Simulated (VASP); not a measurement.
BN (e600), 4 atoms in the cell. It takes space group P6_3mc (No. 186, hexagonal). The conventional cell has a = 2.542 Å, b = 2.542 Å, c = 4.161 Å, α = 90.00°, β = 90.00°, γ = 120.00°. Within 2.1 Å of B (site symmetry 3m) lie 4 N at 1.56 Å. N (site symmetry 3m) has 4 B at 1.56 Å within 2.1 Å.  This cell differs from its parent crystal: strained cell.

```yaml
Program: VASP 6.6.1
Task: relaxation of the atoms
Functional: PBEsol
Potentials_or_basis: VASP PAW PBE potentials, release 64 (B, N)
Cutoff: 520 eV
k_mesh: 9 × 9 × 6
Occupations: gaussian, width 0.02 eV
Spin: no spin polarisation
Dipole_correction: no
Further_INCAR_settings: ALGO = Normal; EDIFF = 1e-06; IBRION = 2; EDIFFG = -0.002; NSW = 60
```

Potentials or basis: VASP PAW PBE potentials, release 64 (B, N).

Run with:

```bash
$ cat potpaw_PBE.64/B/POTCAR potpaw_PBE.64/N/POTCAR > POTCAR
$ mpirun -np 1 vasp_std > vasp.out
```

Hardware: 1 thread of Intel(R) Xeon(R) Platinum 8375C CPU @ 2.90GHz (Ice Lake), on a shared host.

Q: Estimate the wall time of this run.

A: It took 15 s on 1 thread of Intel(R) Xeon(R) Platinum 8375C CPU @ 2.90GHz (Ice Lake) (shared host), peak memory 0.13 GiB. Counts: scf iterations 21, k points 48, ion steps 3.
